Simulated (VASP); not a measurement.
Write the native input for VASP 6.6.1 that does the following.

- Task: single point
- Functional: PBE
- Potentials or basis: VASP PAW PBE potentials, release 64 (Si, Sn_d)
- Cutoff: 400 eV
- k mesh: 1 × 1 × 1, shifted
- Occupations: fermi-dirac, width 0.05 eV
- Spin: no spin polarisation
- Dipole correction: no
- Mended: yes
- Further INCAR settings: LREAL = Auto; ALGO = Normal; EDIFF = 1e-06; NBANDS = 66; ISYM = -1

The structure of Si5Sn lies in POSCAR:

```
Si5Sn
1.0
    7.5203950000     -0.0852670000     -0.0251750000
   -0.0852670000      6.9258340000      0.0495830000
   -0.0251750000      0.0495830000      7.2173390000
Si Sn
15 3
Direct
    0.5570922520      0.3447512452      0.4968374073
    0.2916854836      0.8608652559      0.5593507386
    0.1273559059      0.7054136176      0.1900780414
    0.4234670099      0.6554664555      0.0627815582
    0.7705933195      0.1865567572      0.7366042586
    0.2651037188      0.1843302707      0.4850602609
    0.7639789395      0.7894405300      0.0211388630
    0.9459083126      0.9881549002      0.2390125443
    0.9524337309      0.9081076426      0.5581828452
    0.9718548811      0.5332061800      0.9083891563
    0.5536120140      0.7018980400      0.3820568733
    0.0027547263      0.1733183377      0.9566353620
    0.7680780550      0.6376059082      0.6638975876
    0.1712101995      0.8635742245      0.8618448733
    0.5436729719      0.9306534286      0.8014885234
    0.8776014440      0.4260082358      0.2972817059
    0.5348210180      0.0706065863      0.1873643780
    0.3140621087      0.4148850005      0.7949597865
```

The input as run:

INCAR

```
SYSTEM = Si5Sn
  PREC = Accurate
  ENCUT = 400
  EDIFF = 1E-6
  ISMEAR = -1
  SIGMA = 0.05
  LREAL = Auto
  LASPH = .True.
  NELM = 120
  ALGO = Normal
  ISIF = 2
  LWAVE = .False.
  LCHARG = .False.
  GGA = PE
  NBANDS = 66
  ISYM = -1
  GGA_COMPAT = .False.
```

KPOINTS

```
explicit points
1
Reciprocal
  0.25000000   0.25000000   0.25000000 1
```

Potentials or basis: VASP PAW PBE potentials, release 64 (Si, Sn_d).

Launch:

```bash
$ cat potpaw_PBE.64/Si/POTCAR potpaw_PBE.64/Sn_d/POTCAR > POTCAR
$ mpirun -np 1 vasp_std > vasp.out
```

Results of the run:

```yaml
Pressure: -2.6 GPa
Largest_force: 1.274 eV/Å
```

Caveat: the atoms stand as in a frame of molecular dynamics.

Run time: 34 s on 1 thread of Intel(R) Xeon(R) Platinum 8488C (Sapphire Rapids), on a shared host, peak memory 0.31 GiB.
